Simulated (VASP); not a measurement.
# AlNi: single point with PBE

The system is AlNi.

```
CELL_PARAMETERS angstrom
2.04281 -2.04281 0.00000
2.04281 2.04281 0.00000
0.00000 0.00000 2.90114
ATOMIC_POSITIONS crystal
Al 0.00000 0.00000 0.01293
Ni 0.50000 0.50000 0.50000
```

This cell differs from its parent crystal: all Al atoms moved +0.037 Å, as atom 1 along Cartesian [0 0 1].

| Property | Result |
| --- | --- |
| Program | VASP 6.6.1 |
| Task | single point |
| Functional | PBE |
| Potentials or basis | VASP PAW PBE potentials, release 64 (Al, Ni) |
| Cutoff | 520 eV |
| k mesh | 20 × 20 × 20 |
| Occupations | gaussian, width 0.15 eV |
| Spin | no spin polarisation |
| Dipole correction | no |
| Further INCAR settings | ALGO = Fast; EDIFF = 1e-06; NBANDS = 14 |

The pressure is -0.1 GPa and the largest force is 0.214 eV/Å. The band gap on the k mesh is zero (an odd number of electrons rules out a gap without spin polarisation).

Forces in eV/Å, atoms in the order of the input:
```
Al   0.000  0.000 -0.214
Ni   0.000  0.000  0.214
```

Stress tensor (GPa, compression positive):
```
 0.05  0.00  0.00
 0.00  0.05  0.00
 0.00  0.00 -0.32
```

Levels at points of the mesh, in eV from the Fermi level:
```csv
k point,band 4,band 5,band 6,band 7,band 8,band 9,band 10,band 11
"(0.00, 0.00, 0.00)",-1.52,-1.52,-1.51,5.35,5.50,5.50,8.07,8.11
"(0.50, 0.00, 0.00)",-2.22,-2.20,-1.43,-0.63,8.27,9.88,10.02,10.69
"(0.50, 0.50, 0.00)",-2.83,-2.04,-2.04,-0.99,1.49,2.43,12.08,14.86
"(0.00, 0.00, 0.50)",-2.20,-2.20,-1.42,-0.65,8.27,9.99,9.99,10.78
"(0.50, 0.00, 0.50)",-2.85,-2.03,-2.03,-1.00,1.45,2.40,12.17,15.04
"(0.50, 0.50, 0.50)",-0.97,-0.96,2.02,2.02,2.02,3.57,4.38,4.38
```

Wall time 4.5 min on 1 thread of Intel Xeon 8259CL, with other jobs on the host, peak memory 0.36 GiB.

Caveat: the cell differs from its parent crystal (all Al atoms moved +0.037 Å, as atom 1 along Cartesian [0 0 1]). Spin polarisation is off, so any magnetic state and its effect on volume and gap are missing.
